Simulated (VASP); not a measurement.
A run of VASP 6.6.1 is set up as follows.

Contents of INCAR:

```
  PREC = Accurate
  ENCUT = 600
  EDIFF = 1E-6
  ISMEAR = 0
  SIGMA = 0.1
  LREAL = F
  LASPH = T
  NELM = 200
  ALGO = Normal
  ISIF = 2
  LWAVE = F
  LCHARG = F
  GGA = PE
  NBANDS = 46
  GGA_COMPAT = F
  LMAXMIX = 6
```

KPOINTS

```
regular mesh
0
Gamma
  6 6 4
```

Contents of POSCAR:

```
LaAsRuO
1.0
    4.1501628413      0.0000000000      0.0000000000
    0.0000000000      4.1501628413      0.0000000000
    0.0000000000      0.0000000000      8.5516954816
La As Ru O
2 2 2 2
Direct
    0.5000000000      0.0000000000      0.1395140751
    0.0000000000      0.5000000000      0.8604859249
    0.5000000000      0.0000000000      0.6504638815
    0.0000000000      0.5000000000      0.3495361185
    0.0000000000      0.0000000000      0.5000000000
    0.5000000000      0.5000000000      0.5000000000
    0.0000000000      0.0000000000      0.0000000000
    0.5000000000      0.5000000000      0.0000000000
```

Potentials or basis: VASP PAW PBE potentials, release 64 (La, As, Ru_pv, O).

The run is started by

```sh
$ cat potpaw_PBE.64/La/POTCAR potpaw_PBE.64/As/POTCAR potpaw_PBE.64/Ru_pv/POTCAR potpaw_PBE.64/O/POTCAR > POTCAR
$ mpirun -np 1 vasp_std > vasp.out
```

**Question.** What does it give for the band gap on the k mesh?

**Answer.** Zero (bands 36 and 37 overlap by 0.72 eV).

**Question.** What does it give for the largest force?

**Answer.** 0.023 eV/Å.

Stress tensor (GPa, compression positive):
```
-0.18  0.00  0.00
 0.00 -0.18  0.00
 0.00  0.00 -0.05
```

Caveat: spin-orbit coupling is left out, which moves the levels of the heavy elements.
